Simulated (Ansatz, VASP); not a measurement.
**CoO: VASP beside Ansatz**

Contents of INCAR:

```
PREC = Accurate
ENCUT = 600
EDIFF = 1E-6
ISMEAR = -1
SIGMA = 0.05
LREAL = F
LASPH = T
NELM = 150
ALGO = Normal
ISIF = 3
LWAVE = F
LCHARG = F
ISPIN = 2
MAGMOM = 2 0
LORBIT = 11
LMAXMIX = 4
IBRION = 2
NSW = 60
EDIFFG = -0.02
```

KPOINTS

```
regular mesh
0
Gamma
  8 8 7
```

The input POSCAR:

```
CoO
1.0
    2.8284500000      0.0000000000      0.0000000000
   -1.4142300000      2.4495100000      0.0000000000
    0.0000000000      0.0000000000      2.7217200000
Co O
1 1
Direct
    0.0000000000      0.0000000000      0.5000000000
    0.6666700000      0.3333300000      0.0000000000
```

input.yaml

```yaml
crystal:
  lattice:
    - [2.82845, 0.0, 0.0]
    - [-1.41423, 2.44951, 0.0]
    - [0.0, 0.0, 2.72172]
  atoms:
    - { symbol: Co, position: [0.0, 0.0, 0.5], spin: 2.0 }
    - { symbol: O, position: [0.66667, 0.33333, 0.0] }
hamiltonian:
  xc: lda
  pseudopotentials: { kind: paw }
magnetization:
  spin_polarized: true
kpoints:
  mp_grid: { grid: [8, 8, 7] }
scf:
  occupations: { method: fermi_dirac, width: 0.05 }
output:
  forces: true
  stress: true
  eigenvalues: true
  write_density: true
  write_potential: true
  elf: true
  volumetric_format: npy
relax:
  f_tol: 0.01
  max_steps: 40
  cell: { stress_tol: 0.05 }
```

Alike in both runs: task relaxation of cell and atoms; functional LDA; k mesh 8 × 8 × 7; occupations fermi-dirac, width 0.05 eV; collinear spin, ferromagnetic start.

|  | VASP | Ansatz |
| --- | --- | --- |
| version | VASP 6.6.1 | Ansatz 0.2.0 |
| potentials or method | VASP PAW LDA potentials, release 64 (Co, O) | Ansatz PAW |
| plane-wave cutoff (eV) | 600 | 420 |
| valence electrons in the cell | 15 | 23 |

Ansatz gave:

```
gap on the k mesh at the Fermi level, each at its own relaxed structure (eV) : none
net moment per atom (μB)                                                     : 1.49
size of the moment on the site where the two differ most (μB)                : 2.42
relaxed volume (Å³/atom)                                                     : 8.63
relaxed cell length with the largest relative difference (Å)                 : 2.658
```

Q: Estimate VASP's values.

A: gap on the k mesh at the Fermi level, each at its own relaxed structure (eV): none; net moment per atom (μB): 1.38; size of the moment on the site where the two differ most (μB): 2.32; relaxed volume (Å³/atom): 8.54; relaxed cell length with the largest relative difference (Å): 2.643.

The net moments are unlike, so the other rows may belong to different states. LDA's correlation is that of Perdew and Zunger in VASP and of Perdew and Wang (1992) in Ansatz. Site moments also hang on the region over which each program counts them. A gap of «none» marks a metal or a gap that the smearing closes. VASP's potentials hold 15 valence electrons a cell and Ansatz's 23, so a difference there can come from the potentials and not from the codes.

Noted on Ansatz's run: Pulay correction over one GPa; the plane-wave basis is chosen anew once the cell has moved, so the energies of steps on either side of that aren't comparable.
